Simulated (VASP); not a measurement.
A run of VASP 6.6.1 is set up as follows.

Contents of INCAR:

```
SYSTEM = NbTe
PREC = Accurate ; ENCUT = 520
EDIFF = 1E-6 ; ISMEAR = -1
SIGMA = 0.15 ; LREAL = .FALSE.
LASPH = .TRUE. ; NELM = 100
ALGO = Normal ; ISIF = 2
LWAVE = .FALSE. ; LCHARG = .TRUE.
GGA = PE ; LELF = .TRUE.
LVHAR = .TRUE. ; NBANDS = 16
```

Contents of KPOINTS:

```
regular mesh
0
G
  9 9 8
  0 0 0
```

The input POSCAR:

```
NbTe
1.0
    3.7335784788      0.0000000000      0.0000000000
   -1.8667892394      3.2333742598      0.0000000000
    0.0000000000      0.0000000000      3.7247430540
Nb Te
1 1
Direct
    0.0000000000      0.0000000000      0.5000000000
    0.6666666667      0.3333333333      0.0000000000
```

Potentials or basis: VASP PAW PBE potentials, release 64 (Nb_sv, Te).

Command:

```console
$ cat potpaw_PBE.64/Nb_sv/POTCAR potpaw_PBE.64/Te/POTCAR > POTCAR
$ mpirun -np 1 vasp_std > vasp.out
```

Problem. What does it give for the pressure?

Solution. -3.2 GPa.

Stress tensor (GPa, compression positive):
```
-3.10  0.00  0.00
 0.00 -3.10  0.00
 0.00  0.00 -3.44
```
